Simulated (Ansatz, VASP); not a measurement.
**One calculation of Te, two programs**

```
Te
1.0
     2.24952    1.29876    1.87340
    -2.24952    1.29876    1.87340
     0.00000   -2.59753    1.87340
Te
1
Direct
  0.50000 0.50000 0.50000
```

Alike in both runs: task single point; functional PBEsol; k mesh 15 × 15 × 15; occupations gaussian, width 0.15 eV; no spin polarisation.

|  | VASP | Ansatz |
| --- | --- | --- |
| version | VASP 6.6.1 | Ansatz 0.2.0 |
| potentials or method | VASP PAW PBE potentials, release 64 (Te), cutoff 520 eV | scalar-relativistic, plane waves, PAW |
| valence electrons in the cell | 6 | 16 |

|  | VASP | Ansatz | Ansatz less VASP |
| --- | --- | --- | --- |
| gap on the k mesh at the Fermi level (eV) | none | none | - |
| pressure (GPa) | -2.6 | -2.7 | -0.01 |
| traceless stress, the component that is largest in VASP (GPa) | -0.08 | -0.08 | -0.003 |

VASP's potentials were made for PBE, not for PBEsol. A gap of «none» marks a metal or a gap that the smearing closes. The functional is the same, so the differences come from potentials, cutoffs and numerics. VASP's potentials hold 6 valence electrons a cell and Ansatz's 16, so a difference there can come from the potentials and not from the codes.

Spin-orbit coupling is off throughout.
